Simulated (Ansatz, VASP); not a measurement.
## HfGe3 in VASP and in Ansatz

```
Hf Ge
1.0
     4.55685    0.00000    0.00000
     0.00000    4.55685    0.00000
     0.00000    0.00000    4.55685
Hf Ge
1 3
Direct
  0.00000 0.00000 0.00000
  0.50000 0.00000 0.00000
  0.00000 0.50000 0.00000
  0.00000 0.00000 0.50000
```

Alike in both runs: task relaxation of cell and atoms; functional PBE; k mesh 4 × 4 × 4; occupations gaussian, width 0.1 eV; no spin polarisation.

```csv
,VASP,Ansatz
version,VASP 6.6.1,Ansatz 0.2.0
potentials or method,"VASP PAW PBE potentials, release 64 (Hf_pv, Ge_d), cutoff 600 eV","scalar-relativistic, plane waves, PAW"
valence electrons in the cell,52,68
```

|  | VASP | Ansatz | Ansatz less VASP |
| --- | --- | --- | --- |
| gap on the k mesh at the Fermi level, each at its own relaxed structure (eV) | none | none | - |
| relaxed volume (Å³/atom) | 35.19 | 35.04 | -0.152 |
| relaxed cell length with the largest relative difference (Å) | 5.202 | 5.194 | -0.0075 |

A gap of «none» marks a metal or a gap that the smearing closes. VASP's potentials hold 52 valence electrons a cell and Ansatz's 68, so a difference there can come from the potentials and not from the codes.

Neither program's run includes spin-orbit coupling. Noted on VASP's run: the volume moved by over 15 % at a fixed basis, so the end points are rough.
